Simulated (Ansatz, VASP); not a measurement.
## Mn in VASP and in Ansatz

```
CELL_PARAMETERS angstrom
2.50103 0.00000 0.00000
-1.25051 2.16596 0.00000
0.00000 0.00000 8.11153
ATOMIC_POSITIONS crystal
Mn 0.00000 0.00000 0.00000
Mn 0.00000 0.00000 0.50000
Mn 0.33333 0.66667 0.25000
Mn 0.66667 0.33333 0.75000
```

Alike in both runs: functional revPBE; k mesh 14 × 14 × 4; occupations fermi-dirac, width 0.05 eV; collinear spin.

Ansatz relaxed the structure, and its values are those at the end. VASP's run is a single point on that final structure, the one shown.

```csv
,VASP,Ansatz
version,VASP 6.6.1,Ansatz 0.2.0
potentials or method,"VASP PAW PBE potentials, release 64 (Mn_pv), cutoff 500 eV","plane waves (420 eV) with PAW, scalar-relativistic"
valence electrons in the cell,52,60
```

VASP gave:

```
pressure (GPa)                                                : 0.2
net moment per atom (μB)                                      : 0.05
size of the moment on the site where the two differ most (μB) : 0.82
```

Question: Which values does Ansatz return?

Answer: Pressure (GPa): 0.0; net moment per atom (μB): 0.04; size of the moment on the site where the two differ most (μB): 0.76.

VASP's potentials were made for PBE, not for revPBE. Site moments also hang on the region over which each program counts them. VASP's potentials hold 52 valence electrons a cell and Ansatz's 60, so a difference there can come from the potentials and not from the codes.
